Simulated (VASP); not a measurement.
# BAs (F-43m) in VASP: a series of runs

The runs below take BAs through single point, with PBE.

Everything below comes from runs of VASP 6.6.1. Logs are shortened: lines on timing, memory, paths and dates and some standing lists are left out, and cuts for length are marked.

## 1. The cell of the first run

Symmetry: F-43m, No. 216, cubic system. The conventional cell has a = 4.809 Å, b = 4.809 Å, c = 4.809 Å, α = 90.00°, β = 90.00°, γ = 90.00°. Within 2.8 Å of B (site symmetry -43m) lie 4 As at 2.08 Å. Within 2.8 Å of As (site symmetry -43m) lie 4 B at 2.08 Å.

## 2. Single point, PBE

The input, INCAR:

```
PREC = Accurate ; ENCUT = 520
EDIFF = 1E-6 ; ISMEAR = 0
SIGMA = 0.01 ; LREAL = False
LASPH = True ; NELM = 80
ALGO = Normal ; ISIF = 2
LWAVE = False ; LCHARG = False
GGA = PE ; NBANDS = 11
```

The input, KPOINTS:

```
regular mesh
0
Gamma
  6 6 6
```

The input, POSCAR:

```
BAs
1.0
    0.0000000000      2.4046024333      2.4046024333
    2.4046024333      0.0000000000      2.4046024333
    2.4046024333      2.4046024333      0.0000000000
B As
1 1
Direct
   -0.0000000001     -0.0000000001     -0.0000000001
    0.2500000001      0.2500000001      0.2500000001
```

Potentials or basis: VASP PAW PBE potentials, release 64 (B, As).

Started as:

```bash
$ cat potpaw_PBE.64/B/POTCAR potpaw_PBE.64/As/POTCAR > POTCAR
$ mpirun -np 1 vasp_std > vasp.out
```

OUTCAR:

```text
PREC = Accurate
   ENCUT = 520
   EDIFF = 1E-6
   ISMEAR = 0
   LREAL = False
   LASPH = True
   NELM = 80
   ISIF = 2
   GGA = PE

 ion  position               nearest neighbor table
   1  1.000  1.000  1.000-   2 2.08   2 2.08   2 2.08   2 2.08
   2  0.250  0.250  0.250-   1 2.08   1 2.08   1 2.08   1 2.08

  LATTYP: Found a face centered cubic cell.
 ALAT       =     4.8092048666

  Lattice vectors:

 A1 = (   0.0000000000,   2.4046024333,   2.4046024333)
 A2 = (   2.4046024333,   0.0000000000,   2.4046024333)
 A3 = (   2.4046024333,   2.4046024333,   0.0000000000)

Analysis of symmetry for initial positions (statically):
=====================================================================
 Subroutine PRICEL returns:
 Original cell was already a primitive cell.

 Routine SETGRP: Setting up the symmetry group for a
 face centered cubic supercell.

 Subroutine GETGRP returns: Found 24 space group operations
 (whereof 24 operations were pure point group operations)
 out of a pool of 48 trial point group operations.

The static configuration has the point symmetry T_d .

Analysis of symmetry for dynamics (positions and initial velocities):
=====================================================================
 Subroutine PRICEL returns:
 Original cell was already a primitive cell.

 Routine SETGRP: Setting up the symmetry group for a
 face centered cubic supercell.

 Subroutine GETGRP returns: Found 24 space group operations
 (whereof 24 operations were pure point group operations)
 out of a pool of 48 trial point group operations.

The dynamic configuration has the point symmetry T_d .

 Subroutine INISYM returns: Found 24 space group operations
 (whereof 24 operations are pure point group operations),
 and found     1 'primitive' translations

----------------------------------------------------------------------------------------

                                     Primitive cell

  volume of cell :      27.8074

  direct lattice vectors                    reciprocal lattice vectors
     0.000000000  2.404602433  2.404602433    -0.207934581  0.207934581  0.207934581
     2.404602433  0.000000000  2.404602433     0.207934581 -0.207934581  0.207934581
     2.404602433  2.404602433  0.000000000     0.207934581  0.207934581 -0.207934581

  length of vectors
     3.400621373  3.400621373  3.400621373     0.360153259  0.360153259  0.360153259

  position of ions in fractional coordinates (direct lattice)
     1.000000000  1.000000000  1.000000000
     0.250000000  0.250000000  0.250000000

  ion indices of the primitive-cell ions
   primitive index   ion index
                 1           1
                 2           2

----------------------------------------------------------------------------------------

 KPOINTS: regular mesh

Automatic generation of k-mesh.
 Grid dimensions read from file:
 generate k-points for:    6    6    6

 Generating k-lattice:

  Cartesian coordinates                     Fractional coordinates (reciprocal lattice)
    -0.034655764  0.034655764  0.034655764     0.166666667  0.000000000  0.000000000
     0.034655764 -0.034655764  0.034655764     0.000000000  0.166666667  0.000000000
     0.034655764  0.034655764 -0.034655764     0.000000000  0.000000000  0.166666667

  Length of vectors
     0.060025543  0.060025543  0.060025543

  Shift w.r.t. Gamma in fractional coordinates (k-lattice)
     0.000000000  0.000000000  0.000000000

 Subroutine IBZKPT returns following result:
 ===========================================

 Found     16 irreducible k-points:

 Following reciprocal coordinates:
            Coordinates               Weight
  0.000000  0.000000  0.000000      1.000000
  0.166667  0.000000  0.000000      8.000000
  0.333333  0.000000  0.000000      8.000000
  0.500000  0.000000  0.000000      4.000000
  0.166667  0.166667  0.000000      6.000000
  0.333333  0.166667  0.000000     24.000000
[... 8 lines left out ...]
 -0.333333  0.333333  0.166667     24.000000
 -0.333333  0.500000  0.166667     12.000000
   k-points           NKPTS =     16   k-points in BZ     NKDIM =     16   number of bands    NBANDS=     11
   number of dos      NEDOS =    301   number of ions     NIONS =      2
   total plane-waves  NPLWV =  21952
   dimension x,y,z NGX =    28 NGY =   28 NGZ =   28
   dimension x,y,z NGXF=    56 NGYF=   56 NGZF=   56
   ions per type =               1   1
   NGX,Y,Z   is equivalent  to a cutoff of  13.69, 13.69, 13.69 a.u.
   NGXF,Y,Z  is equivalent  to a cutoff of  27.38, 27.38, 27.38 a.u.
 SYSTEM =  unknown system
   PREC   = accura    normal or accurate (medium, high low for compatibility)
   ISTART =      0    job   : 0-new  1-cont  2-samecut
   ICHARG =      2    charge: 1-file 2-atom 10-const
   ISPIN  =      1    spin polarized calculation?
   LNONCOLLINEAR =      F non collinear calculations
   LSORBIT =      F    spin-orbit coupling
   LASPH  =      T    aspherical Exc in radial PAW
   ENCUT  =  520.0 eV  38.22 Ry    6.18 a.u.   6.32  6.32  6.32*2*pi/ulx,y,z
   NELM   =     80;   NELMIN=  2; NELMDL= -5     # of ELM steps
   EDIFF  = 0.1E-05   stopping-criterion for ELM
   LREAL  =      F    real-space projection
   EDIFFG = 0.1E-04   stopping-criterion for IOM
   NSW    =      0    number of steps for IOM
   IBRION =     -1    ionic relax: 0-MD 1-quasi-New 2-CG
   NFREE  =      0    steps in history (QN), initial steepest desc. (CG)
   ISIF   =      2    stress and relaxation
   ISYM   =      2    0-nonsym 1-usesym 2-fastsym
   POTIM  = 0.5000    time-step for ionic-motion
   TEBEG  =    0.0;   TEEND  =   0.0 temperature during run
   PSTRESS=    0.0 pullay stress
   NELECT =       8.0000    total number of electrons
   NUPDOWN=      -1.0000    fix difference up-down
   EMIN   =  10.00;   EMAX   =-10.00  energy-range for DOS
   EFERMI =   0.00;   METHOD = LEGACY
   ISMEAR =     0;   SIGMA  =   0.01  broadening in eV -4-tet -1-fermi 0-gaus
   EFERMI_NEDOS =   21; number of points for ismear=-14 and -15
   IALGO  =     38    algorithm
   IMIX   =      4    mixing-type and parameters
     AMIX     =   0.40;   BMIX     =  1.00
     AMIX_MAG =   1.60;   BMIX_MAG =  1.00
  volume/ion in A,a.u.               =      13.90        93.83
  Fermi-wavevector in a.u.,A,eV,Ry     =   1.080733  2.042288 15.891370  1.167983
  Thomas-Fermi vector in A             =   2.216731
   LORBIT       =      0    0 simple, 1 ext, 2 COOP (PROOUT), +10 PAW based schemes
   GGA     = PE    functional components
   LHFCALC =     F    Hartree Fock is set to
   AEXX    =    0.0000 exact exchange contribution
   IVDW    =     0    specifies the selected vdW correction
   LEPSILON=     F    determine dielectric tensor
   LRPA    =     F    only Hartree local field effects (RPA)
 non-spin polarized calculation
 Gauss-broadening in eV      SIGMA  =   0.01
  energy-cutoff  :      520.00
  volume of cell :       27.81
 maximum number of plane-waves:       757
 NGX is ok and might be reduce to    28
   NGX = 13   NGY = 13   NGZ = 13

 number of electron       8.0000000 magnetization

 Free energy of the ion-electron system (eV)
  ---------------------------------------------------
  ext. energy  EPLUGINS =         0.00000000
  ---------------------------------------------------
  free energy    TOTEN  =       -11.39478266 eV

  energy without entropy =      -11.39478266  energy(sigma->0) =      -11.39478266

 E-fermi :   6.0499     XC(G=0): -10.4938

 val. band max:        5.9118391513   @ k =   0.0000   0.0000   0.0000
 cond. band min:       7.2009832990   @ k =   0.3333   0.3333   0.0000
 fundamental gap:      1.2891441477
 Fermi energy:         6.0499470315

 k-point     1 :       0.0000    0.0000    0.0000
  band No.  band energies     occupation
      1      -9.3088      2.00000
      2       5.9118      2.00000
      3       5.9118      2.00000
      4       5.9118      2.00000
      5       9.1608      0.00000
      6       9.1608      0.00000
      7       9.1608      0.00000
      8      10.3442      0.00000
      9      15.3970      0.00000
     10      18.7774      0.00000
     11      18.7774      0.00000

 k-point     2 :       0.1667    0.0000    0.0000
  band No.  band energies     occupation
      1      -8.8645      2.00000
      2       2.9848      2.00000
      3       5.2445      2.00000
      4       5.2445      2.00000
      5       9.1185      0.00000
      6      10.0309      0.00000
      7      10.0309      0.00000
      8      12.3841      0.00000
      9      16.7940      0.00000
     10      17.1513      0.00000
     11      17.1513      0.00000

 k-point     3 :       0.3333    0.0000    0.0000
  band No.  band energies     occupation
      1      -7.6258      2.00000
      2      -0.7354      2.00000
      3       4.4247      2.00000
      4       4.4247      2.00000
      5       8.6622      0.00000
      6      10.7016      0.00000
      7      10.7016      0.00000
      8      14.5010      0.00000
      9      17.2747      0.00000
     10      17.8560      0.00000
     11      17.8560      0.00000

 k-point     4 :       0.5000    0.0000    0.0000
  band No.  band energies     occupation
      1      -6.5097      2.00000
      2      -2.7327      2.00000
      3       4.1239      2.00000
      4       4.1239      2.00000
      5       8.4861      0.00000
      6      10.6660      0.00000
      7      10.6660      0.00000
      8      14.7346      0.00000
      9      18.4810      0.00000
     10      20.3319      0.00000
     11      20.3319      0.00000
[... 127 lines left out ...]
 k-point    14 :       0.5000    0.3333    0.1667
  band No.  band energies     occupation
      1      -6.5693      2.00000
      2      -0.7792      2.00000
      3       1.1365      2.00000
      4       2.7629      2.00000
      5       9.6641      0.00000
      6      11.0500      0.00000
      7      11.6970      0.00000
      8      14.8128      0.00000
      9      17.2414      0.00000
     10      19.4821      0.00000
     11      21.7731      0.00000

 k-point    15 :      -0.3333    0.3333    0.1667
  band No.  band energies     occupation
      1      -5.5770      2.00000
      2      -2.0313      2.00000
      3       0.5987      2.00000
      4       2.1318      2.00000
      5      10.2172      0.00000
      6      11.0803      0.00000
      7      13.2621      0.00000
      8      14.6818      0.00000
      9      16.0541      0.00000
     10      20.2156      0.00000
     11      21.9456      0.00000

 k-point    16 :      -0.3333    0.5000    0.1667
  band No.  band energies     occupation
      1      -5.1121      2.00000
      2      -2.1976      2.00000
      3       0.8677      2.00000
      4       1.0619      2.00000
      5       9.6741      0.00000
      6       9.8607      0.00000
      7      14.4283      0.00000
      8      14.6764      0.00000
      9      18.0536      0.00000
     10      21.3216      0.00000
     11      21.5951      0.00000

------------------------ aborting loop because EDIFF is reached ----------------------------------------

  FORCE on cell =-STRESS in cart. coord.  units (eV):
  Direction    XX          YY          ZZ          XY          YZ          ZX
  --------------------------------------------------------------------------------------
  -------------------------------------------------------------------------------------
  Total        0.1091516      0.1091516      0.1091516      0.0000000      0.0000000      0.0000000
  in kB        6.2889901      6.2889901      6.2889901      0.0000000      0.0000000      0.0000000
  external PRESSURE =       6.2889901 kB  Pullay stress =       0.0000000 kB

 VOLUME and BASIS-vectors are now :
 -----------------------------------------------------------------------------
  energy-cutoff  :      520.00
  volume of cell :       27.81
      direct lattice vectors                 reciprocal lattice vectors
     0.000000000  2.404602433  2.404602433    -0.207934581  0.207934581  0.207934581
     2.404602433  0.000000000  2.404602433     0.207934581 -0.207934581  0.207934581
     2.404602433  2.404602433  0.000000000     0.207934581  0.207934581 -0.207934581

 POSITION                                       TOTAL-FORCE (eV/Angst)
 -----------------------------------------------------------------------------------
      4.80920      4.80920      4.80920         0.000000     -0.000000      0.000000
      1.20230      1.20230      1.20230        -0.000000      0.000000     -0.000000
 -----------------------------------------------------------------------------------
    total drift:                               -0.000000     -0.000000     -0.000000

  FREE ENERGIE OF THE ION-ELECTRON SYSTEM (eV)
  ---------------------------------------------------
  free  energy   TOTEN  =       -11.3947826586 eV

  energy  without entropy=      -11.3947826586  energy(sigma->0) =      -11.39478266
```

Wall time 3.7 s (1 thread of Intel Xeon 6975P-C (Granite Rapids), shared host); peak memory 0.15 GiB.

Results:

```
Free energy            : -11.3948 eV
Pressure               : 0.6 GPa
Band gap on the k mesh : 1.29 eV, indirect (least direct gap 3.25 eV)
```

A k mesh can miss the band edges. PBE gaps usually lie below the measured ones, often by a third to a half.

(Part 1 of 2 ends here.)
